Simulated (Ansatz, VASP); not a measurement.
## BN in VASP and in Ansatz

```
B N
1.0
     2.36239    0.00000    0.00000
    -1.18120    2.04589    0.00000
     0.00000    0.00000    4.22685
B N
2 2
Direct
  0.66667 0.33333 0.99972
  0.33333 0.66667 0.49972
  0.66667 0.33333 0.62528
  0.33333 0.66667 0.12528
```

Change from the starting cell: strain -0.0750 x Voigt [1, 1, 0, 0, 0, 0], atoms carried along.

Alike in both runs: task single point; functional PBEsol; k mesh 12 × 12 × 6; occupations gaussian, width 0.05 eV; no spin polarisation.

|  | VASP | Ansatz |
| --- | --- | --- |
| version | VASP 6.6.1 | Ansatz 0.2.0 |
| potentials or method | VASP PAW PBE potentials, release 64 (B, N), cutoff 520 eV | scalar-relativistic, plane waves, PAW |
| valence electrons in the cell | 16 | 16 |

Ansatz gave:

* gap on the k mesh at the Fermi level (eV): 4.31
* least direct gap on the mesh (eV): 6.52
* pressure (GPa): 73.3
* traceless stress, the component that is largest in VASP (GPa): -68.65
* rms of the force components (eV/Å): 0.354

**Question.** Estimate VASP's values.

**Answer.** gap on the k mesh at the Fermi level (eV): 4.29; least direct gap on the mesh (eV): 6.52; pressure (GPa): 74.4; traceless stress, the component that is largest in VASP (GPa): -69.12; rms of the force components (eV/Å): 0.366.

VASP's potentials were made for PBE, not for PBEsol. Atom by atom the forces differ by 0.013 eV/Å (rms over components). Both programs put the cell under a high pressure, so it lies far from rest at this level.

Noted on VASP's run: the cell as given lies far from equilibrium.
